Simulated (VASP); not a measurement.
# Li (Fd-3m) in VASP: further runs

Li is run at these levels: r2SCAN; tasks: single point.

Program: VASP 6.6.1. These are calculated values, not measurements. Logs are shortened: lines on timing, memory, paths and dates and some standing lists are left out, and cuts for length are marked.

### 1 The cell of the first run

The structure is cubic, space group Fd-3m (No. 227). Conventional cell: a = 5.775 Å, b = 5.775 Å, c = 5.775 Å, α = 90.00°, β = 90.00°, γ = 90.00°. Li (site symmetry -43m) has 4 Li at 2.50 Å within 3.3 Å.

### 2 Single point, r2SCAN (volume scaled by 0.92)

POSCAR

```
Li
1.0
    0.0000000000      2.8875291873      2.8875291873
    2.8875291873      0.0000000000      2.8875291873
    2.8875291873      2.8875291873      0.0000000000
Li
2
Direct
    0.1250000000      0.1250000000      0.1250000000
    0.8750000000      0.8750000000      0.8750000000
```

INCAR.step1

```
PREC     = Accurate       # precision mode
ENCUT    = 520            # plane-wave cutoff, eV
ISMEAR   = -1             # smearing method
SIGMA    = 0.1            # smearing width, eV
LREAL    = False          # projectors in reciprocal space
LASPH    = True           # aspherical terms in the spheres
NELM     = 100            # most SCF steps
NBANDS   = 10             # bands
GGA      = PE             # functional
ALGO     = Normal         # electronic algorithm
EDIFF    = 1E-4           # SCF threshold, eV
LWAVE    = True           # write WAVECAR
LCHARG   = False          # write CHGCAR
```

INCAR.step2

```
PREC     = Accurate       # precision mode
ENCUT    = 520            # plane-wave cutoff, eV
EDIFF    = 1E-6           # SCF threshold, eV
ISMEAR   = -1             # smearing method
SIGMA    = 0.1            # smearing width, eV
LREAL    = False          # projectors in reciprocal space
LASPH    = True           # aspherical terms in the spheres
NELM     = 100            # most SCF steps
ALGO     = Normal         # electronic algorithm
ISIF     = 2              # what is computed and relaxed
LWAVE    = False          # write WAVECAR
LCHARG   = True           # write CHGCAR
METAGGA  = R2SCAN         # meta-GGA
LMIXTAU  = True         
LELF     = True           # ELF
LVHAR    = True         
NBANDS   = 10             # bands
ISTART   = 1
```

KPOINTS

```
regular mesh
0
Gamma
  10 10 10
```

Potentials or basis: VASP PAW PBE potentials, release 64 (Li_sv).

Launch:

```
$ cat potpaw_PBE.64/Li_sv/POTCAR > POTCAR
$ cp INCAR.step1 INCAR
$ mpirun -np 1 vasp_std > vasp.out
$ cp INCAR.step2 INCAR
$ mpirun -np 1 vasp_std > vasp.out
```

OUTCAR:

```text
PREC = Accurate
   ENCUT = 520
   EDIFF = 1E-6
   ISMEAR = -1
   LREAL = False
   LASPH = True
   NELM = 100
   ISIF = 2
   METAGGA = R2SCAN
   ISTART = 1

 ion  position               nearest neighbor table
   1  0.125  0.125  0.125-   2 2.50   2 2.50   2 2.50   2 2.50
   2  0.875  0.875  0.875-   1 2.50   1 2.50   1 2.50   1 2.50

  LATTYP: Found a face centered cubic cell.
 ALAT       =     5.7750583746

  Lattice vectors:

 A1 = (   0.0000000000,   2.8875291873,   2.8875291873)
 A2 = (   2.8875291873,   0.0000000000,   2.8875291873)
 A3 = (   2.8875291873,   2.8875291873,   0.0000000000)

Analysis of symmetry for initial positions (statically):
=====================================================================
 Subroutine PRICEL returns:
 Original cell was already a primitive cell.

 Routine SETGRP: Setting up the symmetry group for a
 face centered cubic supercell.

 Subroutine GETGRP returns: Found 48 space group operations
 (whereof 12 operations were pure point group operations)
 out of a pool of 48 trial point group operations.

The static configuration has the point symmetry D_3d.
 The point group associated with its full space group is O_h .

Analysis of symmetry for dynamics (positions and initial velocities):
=====================================================================
 Subroutine PRICEL returns:
 Original cell was already a primitive cell.

 Routine SETGRP: Setting up the symmetry group for a
 face centered cubic supercell.

 Subroutine GETGRP returns: Found 48 space group operations
 (whereof 12 operations were pure point group operations)
 out of a pool of 48 trial point group operations.

The dynamic configuration has the point symmetry D_3d.
 The point group associated with its full space group is O_h .

 Subroutine INISYM returns: Found 48 space group operations
 (whereof 12 operations are pure point group operations),
 and found     1 'primitive' translations

----------------------------------------------------------------------------------------

                                     Primitive cell

  volume of cell :      48.1514

  direct lattice vectors                    reciprocal lattice vectors
     0.000000000  2.887529187  2.887529187    -0.173158423  0.173158423  0.173158423
     2.887529187  0.000000000  2.887529187     0.173158423 -0.173158423  0.173158423
     2.887529187  2.887529187  0.000000000     0.173158423  0.173158423 -0.173158423

  length of vectors
     4.083582938  4.083582938  4.083582938     0.299919186  0.299919186  0.299919186

  position of ions in fractional coordinates (direct lattice)
     0.125000000  0.125000000  0.125000000
     0.875000000  0.875000000  0.875000000

  ion indices of the primitive-cell ions
   primitive index   ion index
                 1           1
                 2           2

----------------------------------------------------------------------------------------

 KPOINTS: regular mesh

Automatic generation of k-mesh.
 Grid dimensions read from file:
 generate k-points for:   10   10   10

 Generating k-lattice:

  Cartesian coordinates                     Fractional coordinates (reciprocal lattice)
    -0.017315842  0.017315842  0.017315842     0.100000000  0.000000000  0.000000000
     0.017315842 -0.017315842  0.017315842     0.000000000  0.100000000  0.000000000
     0.017315842  0.017315842 -0.017315842     0.000000000  0.000000000  0.100000000

  Length of vectors
     0.029991919  0.029991919  0.029991919

  Shift w.r.t. Gamma in fractional coordinates (k-lattice)
     0.000000000  0.000000000  0.000000000

 Subroutine IBZKPT returns following result:
 ===========================================

 Found     47 irreducible k-points:

 Following reciprocal coordinates:
            Coordinates               Weight
  0.000000  0.000000  0.000000      1.000000
  0.100000  0.000000  0.000000      8.000000
  0.200000  0.000000  0.000000      8.000000
  0.300000  0.000000  0.000000      8.000000
  0.400000  0.000000  0.000000      8.000000
  0.500000  0.000000  0.000000      4.000000
[... 16 lines left out ...]
  0.300000  0.300000  0.000000      6.000000
  0.400000  0.300000  0.000000     24.000000
 [... further k-points ...]
   k-points           NKPTS =     47   k-points in BZ     NKDIM =     47   number of bands    NBANDS=     10
   number of dos      NEDOS =    301   number of ions     NIONS =      2
   total plane-waves  NPLWV =  27000
   dimension x,y,z NGX =    30 NGY =   30 NGZ =   30
   dimension x,y,z NGXF=    60 NGYF=   60 NGZF=   60
   ions per type =               2
   NGX,Y,Z   is equivalent  to a cutoff of  12.21, 12.21, 12.21 a.u.
   NGXF,Y,Z  is equivalent  to a cutoff of  24.43, 24.43, 24.43 a.u.
 SYSTEM =  unknown system
   PREC   = accura    normal or accurate (medium, high low for compatibility)
   ISTART =      1    job   : 0-new  1-cont  2-samecut
   ICHARG =      0    charge: 1-file 2-atom 10-const
   ISPIN  =      1    spin polarized calculation?
   LNONCOLLINEAR =      F non collinear calculations
   LSORBIT =      F    spin-orbit coupling
   LASPH  =      T    aspherical Exc in radial PAW
   ENCUT  =  520.0 eV  38.22 Ry    6.18 a.u.   7.59  7.59  7.59*2*pi/ulx,y,z
   NELM   =    100;   NELMIN=  2; NELMDL=  0     # of ELM steps
   EDIFF  = 0.1E-05   stopping-criterion for ELM
   LREAL  =      F    real-space projection
   EDIFFG = 0.1E-04   stopping-criterion for IOM
   NSW    =      0    number of steps for IOM
   IBRION =     -1    ionic relax: 0-MD 1-quasi-New 2-CG
   NFREE  =      0    steps in history (QN), initial steepest desc. (CG)
   ISIF   =      2    stress and relaxation
   ISYM   =      2    0-nonsym 1-usesym 2-fastsym
   POTIM  = 0.5000    time-step for ionic-motion
   TEBEG  =    0.0;   TEEND  =   0.0 temperature during run
   PSTRESS=    0.0 pullay stress
   NELECT =       6.0000    total number of electrons
   NUPDOWN=      -1.0000    fix difference up-down
   EMIN   =  10.00;   EMAX   =-10.00  energy-range for DOS
   EFERMI =   0.00;   METHOD = LEGACY
   ISMEAR =    -1;   SIGMA  =   0.10  broadening in eV -4-tet -1-fermi 0-gaus
   EFERMI_NEDOS =   21; number of points for ismear=-14 and -15
   IALGO  =     38    algorithm
   IMIX   =      4    mixing-type and parameters
     AMIX     =   0.40;   BMIX     =  1.00
     AMIX_MAG =   1.60;   BMIX_MAG =  1.00
  volume/ion in A,a.u.               =      24.08       162.47
  Fermi-wavevector in a.u.,A,eV,Ry     =   0.817690  1.545211  9.097093  0.668617
  Thomas-Fermi vector in A             =   1.928183
   LORBIT       =      0    0 simple, 1 ext, 2 COOP (PROOUT), +10 PAW based schemes
   METAGGA = R2SCAN    functional components
   LHFCALC =     F    Hartree Fock is set to
   AEXX    =    0.0000 exact exchange contribution
   IVDW    =     0    specifies the selected vdW correction
   LEPSILON=     F    determine dielectric tensor
   LRPA    =     F    only Hartree local field effects (RPA)
 non-spin polarized calculation
  energy-cutoff  :      520.00
  volume of cell :       48.15
 maximum number of plane-waves:      1311
   NGX = 15   NGY = 15   NGZ = 15

 number of electron       6.0000008 magnetization

 Free energy of the ion-electron system (eV)
  ---------------------------------------------------
  ext. energy  EPLUGINS =         0.00000000
  ---------------------------------------------------
  free energy    TOTEN  =        -3.72043507 eV

  energy without entropy =       -3.69980302  energy(sigma->0) =       -3.71011905

 E-fermi :   0.4895     XC(G=0):  -6.9933

 val. band max:        0.4767979271   @ k =  -0.4000   0.2000   0.1000
 cond. band min:       0.5584110634   @ k =   0.5000   0.5000   0.0000
 fundamental gap:      0.0816131364
 Fermi energy:         0.4894694846

 k-point     1 :       0.0000    0.0000    0.0000
  band No.  band energies     occupation
      1     -49.1000      2.00000
      2     -49.0080      2.00000
      3      -3.3092      2.00000
      4       6.9151      0.00000
      5       6.9151      0.00000
      6       6.9159      0.00000
      7       7.9702      0.00000
      8       7.9702      0.00000
      9       7.9706      0.00000
     10      13.2030      0.00000

 k-point     2 :       0.1000    0.0000    0.0000
  band No.  band energies     occupation
      1     -49.0982      2.00000
      2     -49.0098      2.00000
      3      -3.1967      2.00000
      4       5.6461      0.00000
      5       6.5021      0.00000
      6       6.5027      0.00000
      7       8.4932      0.00000
      8       8.4937      0.00000
      9       9.0589      0.00000
     10      12.2315      0.00000

 k-point     3 :       0.2000    0.0000    0.0000
  band No.  band energies     occupation
      1     -49.0934      2.00000
      2     -49.0144      2.00000
      3      -2.8614      2.00000
      4       3.9700      0.00000
      5       5.9749      0.00000
      6       5.9754      0.00000
      7       9.0289      0.00000
      8       9.0294      0.00000
      9      10.2021      0.00000
     10      11.3195      0.00000

 k-point     4 :       0.3000    0.0000    0.0000
  band No.  band energies     occupation
      1     -49.0866      2.00000
      2     -49.0210      2.00000
      3      -2.3114      2.00000
      4       2.3885      0.00000
      5       5.6079      0.00000
      6       5.6084      0.00000
      7       8.7890      0.00000
      8       8.7894      0.00000
      9      10.6929      0.00000
     10      10.9862      0.00000
[... 222 lines left out ...]
 k-point    22 :      -0.2000    0.2000    0.0000
  band No.  band energies     occupation
      1     -49.0838      2.00000
      2     -49.0237      2.00000
      3      -2.1175      2.00000
      4       3.1792      0.00000
      5       3.2505      0.00000
      6       5.7515      0.00000
      7       8.6688      0.00000
      8       9.4623      0.00000
      9      10.7848      0.00000
     10      11.1953      0.00000

 k-point    23 :       0.3000    0.3000    0.0000
  band No.  band energies     occupation
      1     -49.0807      2.00000
      2     -49.0267      2.00000
      3      -1.9397      2.00000
      4       3.7262      0.00000
      5       3.7265      0.00000
      6       4.2169      0.00000
      7       7.1736      0.00000
      8       7.2982      0.00000
      9      12.8663      0.00000
     10      12.8669      0.00000

 k-point    24 :       0.4000    0.3000    0.0000
  band No.  band energies     occupation
      1     -49.0740      2.00000
      2     -49.0332      2.00000
      3      -1.3694      2.00000
      4       2.8908      0.00000
      5       3.3117      0.00000
      6       3.4957      0.00000
      7       7.0616      0.00000
      8       7.7254      0.00000
      9      12.9930      0.00000
     10      13.6598      0.00000

 [... further k-points ...]

------------------------ aborting loop because EDIFF is reached ----------------------------------------

  FORCE on cell =-STRESS in cart. coord.  units (eV):
  Direction    XX          YY          ZZ          XY          YZ          ZX
  --------------------------------------------------------------------------------------
  -------------------------------------------------------------------------------------
  Total       -0.0319680     -0.0319680     -0.0319680     -0.0000000      0.0000000      0.0000000
  in kB       -1.0636945     -1.0636945     -1.0636945     -0.0000000      0.0000000      0.0000000
  external PRESSURE =      -1.0636945 kB  Pullay stress =       0.0000000 kB

 VOLUME and BASIS-vectors are now :
 -----------------------------------------------------------------------------
  energy-cutoff  :      520.00
  volume of cell :       48.15
      direct lattice vectors                 reciprocal lattice vectors
     0.000000000  2.887529187  2.887529187    -0.173158423  0.173158423  0.173158423
     2.887529187  0.000000000  2.887529187     0.173158423 -0.173158423  0.173158423
     2.887529187  2.887529187  0.000000000     0.173158423  0.173158423 -0.173158423

 POSITION                                       TOTAL-FORCE (eV/Angst)
 -----------------------------------------------------------------------------------
      0.72188      0.72188      0.72188        -0.000000     -0.000000      0.000000
      5.05318      5.05318      5.05318         0.000000      0.000000     -0.000000
 -----------------------------------------------------------------------------------
    total drift:                                0.000000      0.000000      0.000000

  FREE ENERGIE OF THE ION-ELECTRON SYSTEM (eV)
  ---------------------------------------------------
  free  energy   TOTEN  =        -3.7204350713 eV

  energy  without entropy=       -3.6998030217  energy(sigma->0) =       -3.71011905
```

Run time: 72 s. Hardware: 1 thread of Intel Xeon 6975P-C (Granite Rapids), shared host; peak memory 0.16 GiB.

What came out:

| Property | Result |
| --- | --- |
| Free energy | -3.7204 eV |
| Band gap on the k mesh | zero (band 3 reaches 0.95 eV, above the bottom of band 4 at 0.24 eV) |

Caveat: the cutoff is under 1.25 times the usual one of these potentials, so pressure, stress and relaxed cells hold a basis-set (Pulay) error; the PAW data sets were made with another functional, which shifts forces and pressure a little.

### 3 Single point, r2SCAN (volume scaled by 0.96)

POSCAR

```
Li
1.0
    0.0000000000      2.9287851782      2.9287851782
    2.9287851782      0.0000000000      2.9287851782
    2.9287851782      2.9287851782      0.0000000000
Li
2
Direct
    0.1250000000      0.1250000000      0.1250000000
    0.8750000000      0.8750000000      0.8750000000
```

INCAR.step1

```
SYSTEM = Li
PREC     = Accurate       ! precision mode
ENCUT    = 520            ! plane-wave cutoff, eV
ISMEAR   = -1             ! smearing method
SIGMA    = 0.1            ! smearing width, eV
LREAL    = .FALSE.        ! projectors in reciprocal space
LASPH    = .TRUE.         ! aspherical terms in the spheres
NELM     = 80             ! most SCF steps
NBANDS   = 10             ! bands
GGA      = PE             ! functional
ALGO     = Normal         ! electronic algorithm
EDIFF    = 1E-4           ! SCF threshold, eV
LWAVE    = .TRUE.         ! write WAVECAR
LCHARG   = .FALSE.        ! write CHGCAR
```

INCAR.step2

```
SYSTEM = Li
PREC     = Accurate       ! precision mode
ENCUT    = 520            ! plane-wave cutoff, eV
EDIFF    = 1E-6           ! SCF threshold, eV
ISMEAR   = -1             ! smearing method
SIGMA    = 0.1            ! smearing width, eV
LREAL    = .FALSE.        ! projectors in reciprocal space
LASPH    = .TRUE.         ! aspherical terms in the spheres
NELM     = 80             ! most SCF steps
ALGO     = Normal         ! electronic algorithm
ISIF     = 2              ! what is computed and relaxed
LWAVE    = .FALSE.        ! write WAVECAR
LCHARG   = .TRUE.         ! write CHGCAR
METAGGA  = R2SCAN         ! meta-GGA
LMIXTAU  = .TRUE.       
LELF     = .TRUE.         ! ELF
LVHAR    = .TRUE.       
NBANDS   = 10             ! bands
ISTART   = 1
```

KPOINTS

```
regular mesh
0
G
  10 10 10
  0 0 0
```

Potentials or basis: VASP PAW PBE potentials, release 64 (Li_sv).

Launch:

```
$ cat potpaw_PBE.64/Li_sv/POTCAR > POTCAR
$ cp INCAR.step1 INCAR
$ mpirun -np 1 vasp_std > vasp.out
$ cp INCAR.step2 INCAR
$ mpirun -np 1 vasp_std > vasp.out
```

Run time: 77 s. Hardware: 1 thread of Intel Xeon 6975P-C (Granite Rapids), shared host; peak memory 0.18 GiB.

It converged, with:

```
Free energy            : -3.7245 eV
Band gap on the k mesh : zero (band 3 reaches 0.84 eV, above the bottom of band 4 at 0.08 eV)
```

Levels at points of the mesh, in eV from the Fermi level:
| k point | band 1 | band 2 | band 3 | band 4 | band 5 | band 6 | band 7 |
| --- | --- | --- | --- | --- | --- | --- | --- |
| (0.00, 0.00, 0.00) | -49.59 | -49.51 | -3.71 | 6.26 | 6.26 | 6.27 | 7.33 |
| (0.50, 0.00, 0.00) | -49.57 | -49.53 | -1.44 | -0.27 | 4.75 | 4.75 | 7.55 |
| (0.50, 0.50, 0.00) | -49.55 | -49.55 | 0.08 | 0.08 | 2.48 | 2.48 | 6.18 |

Caveat: the cutoff is under 1.25 times the usual one of these potentials, so pressure, stress and relaxed cells hold a basis-set (Pulay) error; the PAW data sets were made with another functional, which shifts forces and pressure a little.
